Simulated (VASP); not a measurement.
# SiC (P6_3mc) in VASP: settings compared, part 2 of 2

VASP 6.6.1. The steps go on from the part before.

## (3) Single point, RPBE

This run uses another cell than the first one, of 10.31 Å³/atom.

Input file INCAR:

```
PREC = Accurate
ENCUT = 520
EDIFF = 1E-6
ISMEAR = -1
SIGMA = 0.05
LREAL = F
LASPH = T
NELM = 80
ALGO = Normal
ISIF = 2
LWAVE = F
LCHARG = F
GGA = RP
NBANDS = 26
```

Input file KPOINTS:

```
Automatic mesh
0
Gamma
  10 10 3
```

Input file POSCAR:

```
SiC
1.0
    3.0756941497      0.0000000000      0.0000000000
   -1.5378470748      2.6636292679      0.0000000000
    0.0000000000      0.0000000000     10.0706464800
Si C
4 4
Direct
    0.0000000000      0.0000000000      0.1878943800
    0.0000000000      0.0000000000      0.6878943800
    0.3333333333      0.6666666667      0.4378419800
    0.6666666667      0.3333333333      0.9378419800
    0.0000000000      0.0000000000      0.0004600500
    0.0000000000      0.0000000000      0.5004600500
    0.3333333333      0.6666666667      0.2498025900
    0.6666666667      0.3333333333      0.7498025900
```

Potentials or basis: VASP PAW PBE potentials, release 64 (Si, C).

Command:

```console
$ cat potpaw_PBE.64/Si/POTCAR potpaw_PBE.64/C/POTCAR > POTCAR
$ mpirun -np 1 vasp_std > vasp.out
```

Run time: 88 s. Hardware: 1 thread of Intel Xeon 8259CL, shared host; peak memory 0.21 GiB.

It converged, with:

- Free energy: -57.2499 eV
- Pressure: 6.7 GPa
- Largest force: 0.010 eV/Å
- Band gap on the k mesh: 2.24 eV (least direct gap 3.35 eV)

Forces in eV/Å, atoms in the order of the input:
```
Si   0.000  0.000  0.007
Si   0.000  0.000  0.007
Si   0.000  0.000 -0.010
Si   0.000  0.000 -0.010
C    0.000  0.000 -0.005
C    0.000  0.000 -0.005
C    0.000  0.000  0.007
C    0.000  0.000  0.007
```

Stress tensor (GPa, compression positive):
```
6.74 0.00 0.00
0.00 6.74 0.00
0.00 0.00 6.54
```

Levels at points of the mesh, in eV from the valence-band top:
```tsv
k point	band 12	band 13	band 14	band 15	band 16	band 17	band 18	band 19	band 20	band 21
(0.00, 0.00, 0.00)	-0.58	-0.58	-0.05	0.00	0.00	5.15	5.73	6.34	6.39	7.04
(0.50, 0.00, 0.00)	-2.38	-2.35	-2.21	-1.57	-1.12	2.24	2.38	4.27	4.81	5.35
```

Caveat: the cell stands under pressure; the PAW data sets were made with another functional, which shifts forces and pressure a little; an odd mesh through Γ misses points on the zone boundary, where band edges can lie.

## (4) Single point, LDA

This run uses another cell than the first one, of 10.31 Å³/atom.

Input file INCAR:

```
SYSTEM = SiC
ALGO = Normal
EDIFF = 1E-6
ENCUT = 520
GGA = CA
ISIF = 2
ISMEAR = -1
LASPH = .TRUE.
LCHARG = .FALSE.
LREAL = .FALSE.
LWAVE = .FALSE.
NBANDS = 26
NELM = 100
PREC = Accurate
SIGMA = 0.05
```

Input file KPOINTS:

```
k-points
0
G
  10 10 3
  0 0 0
```

POSCAR is that of step 3.

Potentials or basis: VASP PAW LDA potentials, release 64 (Si, C).

Command:

```console
$ cat potpaw_LDA.64/Si/POTCAR potpaw_LDA.64/C/POTCAR > POTCAR
$ mpirun -np 1 vasp_std > vasp.out
```

OUTCAR:

```text
SYSTEM = SiC
   EDIFF = 1E-6
   ENCUT = 520
   GGA = CA
   ISIF = 2
   ISMEAR = -1
   LASPH = .TRUE.
   LREAL = .FALSE.
   NELM = 100
   PREC = Accurate

 ion  position               nearest neighbor table
   1  0.000  0.000  0.188-   7 1.88   7 1.88   7 1.88   5 1.89   3 3.08   3 3.08   3 3.08   4 3.08
                             4 3.08   4 3.08
   2  0.000  0.000  0.688-   8 1.88   8 1.88   8 1.88   6 1.89   4 3.08   4 3.08   4 3.08   3 3.08
                             3 3.08   3 3.08
   3  0.333  0.667  0.438-   6 1.88   6 1.88   6 1.88   7 1.89   1 3.08   1 3.08   1 3.08   2 3.08
                             2 3.08   2 3.08
[... 917 lines left out ...]
  in kB      -33.9446691    -33.9446691    -34.3755531     -0.0000000      0.0000000      0.0000000
  external PRESSURE =     -34.0882971 kB  Pullay stress =       0.0000000 kB

 VOLUME and BASIS-vectors are now :
 -----------------------------------------------------------------------------
  energy-cutoff  :      520.00
  volume of cell :       82.50
      direct lattice vectors                 reciprocal lattice vectors
     3.075694150  0.000000000  0.000000000     0.325129857  0.187713811  0.000000000
    -1.537847075  2.663629268  0.000000000     0.000000000  0.375427621  0.000000000
     0.000000000  0.000000000 10.070646480     0.000000000  0.000000000  0.099298491

 POSITION                                       TOTAL-FORCE (eV/Angst)
 -----------------------------------------------------------------------------------
      0.00000      0.00000      1.89222        -0.000000      0.000000     -0.003276
      0.00000      0.00000      6.92754         0.000000     -0.000000     -0.003276
     -0.00000      1.77575      4.40935        -0.000000     -0.000000      0.004587
      1.53785      0.88788      9.44468         0.000000      0.000000      0.004587
      0.00000      0.00000      0.00463        -0.000000      0.000000     -0.001820
      0.00000      0.00000      5.03996         0.000000     -0.000000     -0.001820
     -0.00000      1.77575      2.51567        -0.000000     -0.000000      0.000509
      1.53785      0.88788      7.55100        -0.000000      0.000000      0.000509
 -----------------------------------------------------------------------------------
    total drift:                               -0.000000     -0.000000      0.000171

  FREE ENERGIE OF THE ION-ELECTRON SYSTEM (eV)
  ---------------------------------------------------
  free  energy   TOTEN  =       -66.5676223836 eV

  energy  without entropy=      -66.5676223835  energy(sigma->0) =      -66.56762238
```

stdout:

```text
POSCAR found type information on POSCAR SiC
 POSCAR found :  2 types and       8 ions
 scaLAPACK will be used
 LDA part: xc-table for (Slater(with rela. corr.)+CA(PZ))
 , standard interpolation
 POSCAR, INCAR and KPOINTS ok, starting setup
 FFT: planning ... GRIDC
 FFT: planning ... GRID_SOFT
 FFT: planning ... GRID
 WAVECAR not read
 entering main loop
```

Run time: 99 s. Hardware: 1 thread of Intel Xeon 8259CL, shared host; peak memory 0.19 GiB.

Results:

| Item | Value |
| --- | --- |
| Free energy | -66.5676 eV |
| Pressure | -3.4 GPa |
| Largest force | 0.005 eV/Å |
| Band gap on the k mesh | 2.17 eV (least direct gap 3.29 eV) |

Forces on the atoms (eV/Å):
```
Si   0.000  0.000 -0.003
Si   0.000  0.000 -0.003
Si   0.000  0.000  0.005
Si   0.000  0.000  0.005
C    0.000  0.000 -0.002
C    0.000  0.000 -0.002
C    0.000  0.000  0.001
C    0.000  0.000  0.001
```

Caveat: the cell stands under tension; an odd mesh through Γ misses points on the zone boundary, where band edges can lie.

## (5) Single point, BLYP

This run uses another cell than the first one, of 10.73 Å³/atom.

Input file INCAR:

```
SYSTEM = SiC
  AGGAC = 1.0
  AGGAX = 1.0
  ALDAC = 0.0
  ALDAX = 1.0
  ALGO = Normal
  EDIFF = 1E-7
  ENCUT = 520
  GGA = B5
  ISIF = 2
  ISMEAR = -1
  LASPH = .TRUE.
  LCHARG = .TRUE.
  LELF = .TRUE.
  LREAL = .FALSE.
  LVHAR = .TRUE.
  LWAVE = .FALSE.
  NBANDS = 26
  NELM = 80
  PREC = Accurate
  SIGMA = 0.05
```

KPOINTS is that of step 4.

Input file POSCAR:

```
SiC
1.0
    3.1163307639      0.0000000000      0.0000000000
   -1.5581653819      2.6988216081      0.0000000000
    0.0000000000      0.0000000000     10.2065156575
Si C
4 4
Direct
    0.0000000000      0.0000000000      0.1878413348
    0.0000000000      0.0000000000      0.6878413348
    0.3333333333      0.6666666667      0.4378814302
    0.6666666667      0.3333333333      0.9378814302
    0.0000000000      0.0000000000      0.0004741308
    0.0000000000      0.0000000000      0.5004741308
    0.3333333333      0.6666666667      0.2498021042
    0.6666666667      0.3333333333      0.7498021042
```

Potentials or basis: VASP PAW PBE potentials, release 64 (Si, C).

Command:

```console
$ cat potpaw_PBE.64/Si/POTCAR potpaw_PBE.64/C/POTCAR > POTCAR
$ mpirun -np 1 vasp_std > vasp.out
```

Wall time 2.6 min (1 thread of Intel Xeon 8259CL, shared host); peak memory 0.22 GiB.

It converged, with:

- Free energy: -54.6605 eV
- Pressure: 0.6 GPa
- Band gap on the k mesh: 2.52 eV (least direct gap 3.62 eV)

Levels at points of the mesh, in eV from the valence-band top:
| k point | band 12 | band 13 | band 14 | band 15 | band 16 | band 17 | band 18 | band 19 | band 20 | band 21 |
| --- | --- | --- | --- | --- | --- | --- | --- | --- | --- | --- |
| (0.00, 0.00, 0.00) | -0.58 | -0.58 | -0.05 | 0.00 | 0.00 | 4.92 | 5.49 | 6.03 | 6.11 | 6.84 |
| (0.50, 0.00, 0.00) | -2.30 | -2.27 | -2.15 | -1.52 | -1.11 | 2.52 | 2.61 | 4.36 | 4.69 | 5.33 |

Caveat: the PAW data sets were made with another functional, which shifts forces and pressure a little; an odd mesh through Γ misses points on the zone boundary, where band edges can lie.

## (6) Overview

```tsv
level	potentials or basis	cell	gap on the mesh (eV)	pressure (GPa)
PBEsol	VASP PAW PBE potentials, release 64 (Si, C)	a = 3.078, b = 3.078, c = 10.076 Å, angles 90.0, 90.0, 120.0°, 8 atoms	2.11	0.4
RPBE	VASP PAW PBE potentials, release 64 (Si, C)	a = 3.076, b = 3.076, c = 10.071 Å, angles 90.0, 90.0, 120.0°, 8 atoms	2.24	6.7
LDA	VASP PAW LDA potentials, release 64 (Si, C)	a = 3.076, b = 3.076, c = 10.071 Å, angles 90.0, 90.0, 120.0°, 8 atoms	2.17	-3.4
BLYP	VASP PAW PBE potentials, release 64 (Si, C)	a = 3.116, b = 3.116, c = 10.207 Å, angles 90.0, 90.0, 120.0°, 8 atoms	2.52	0.6
```

Alike in all rows: task single point; no spin polarisation; k mesh 10 × 10 × 3; cutoff (eV) 520; smearing fermi-dirac 0.05 eV.

Caveats: an odd mesh through Γ misses points on the zone boundary, where band edges can lie; the PAW data sets were made with another functional, which shifts forces and pressure a little (at least some runs); the cell stands under pressure (at least some runs); the cell stands under tension (at least some runs).

Total energies depend on the potentials used, so only differences within one code and one set of settings carry meaning.
